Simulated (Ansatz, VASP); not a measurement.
**Ge in VASP and in Ansatz**

```
Ge
1.0
     0.00000    3.06070    2.55140
     3.06070    0.00000    2.55140
     3.06070    3.06070    0.00000
Ge
2
Direct
  0.50000 0.50000 0.50000
  0.75000 0.75000 0.75000
```

Alike in both runs: task single point; functional PBE; k mesh 14 × 14 × 14; occupations gaussian, width 0.15 eV; no spin polarisation.

|  | VASP | Ansatz |
| --- | --- | --- |
| version | VASP 6.6.1 | Ansatz 0.2.0 |
| potentials or method | VASP PAW PBE potentials, release 64 (Ge_d), cutoff 520 eV | scalar-relativistic, plane waves, PAW |
| valence electrons in the cell | 28 | 28 |

```csv
,VASP,Ansatz,Ansatz less VASP
gap on the k mesh at the Fermi level (eV),none,none,-
pressure (GPa),-0.4,-0.3,+0.11
"traceless stress, the component that is largest in VASP (GPa)",5.00,4.99,-0.016
```

A gap of «none» marks a metal or a gap that the smearing closes.
